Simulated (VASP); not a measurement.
A run of VASP 6.6.1 is set up as follows.

INCAR

```
SYSTEM = TiC
PREC = Accurate
ENCUT = 520
EDIFF = 1E-6
ISMEAR = 1
SIGMA = 0.1
LREAL = .False.
LASPH = .True.
NELM = 80
ALGO = Normal
ISIF = 2
LWAVE = .False.
LCHARG = .True.
GGA = PS
LELF = .True.
LVHAR = .True.
NBANDS = 15
```

KPOINTS

```
Automatic mesh
0
Gamma
  20 20 20
  0 0 0
```

POSCAR

```
TiC
1.0
    0.0000000000      2.0963302185      2.3059632404
    2.0963302185      0.0000000000      2.3059632404
    2.0963302185      2.0963302185      0.0000000000
Ti C
1 1
Direct
    0.0000000000      0.0000000000      0.0000000000
    0.5000000000      0.5000000000      0.5000000000
```

Potentials or basis: VASP PAW PBE potentials, release 64 (Ti_sv, C).

Run with:

```bash
$ cat potpaw_PBE.64/Ti_sv/POTCAR potpaw_PBE.64/C/POTCAR > POTCAR
$ mpirun -np 1 vasp_std > vasp.out
```

(1) What does it give for the pressure?

(2) Estimate the band gap on the k mesh.

Answers

(1) -1.7 GPa.

(2) zero (bands 8 and 9 overlap by 1.60 eV).

Caveat: the stress differs along the axes, from -24 to 9 GPa; the PAW data sets were made with another functional, which shifts forces and pressure a little.
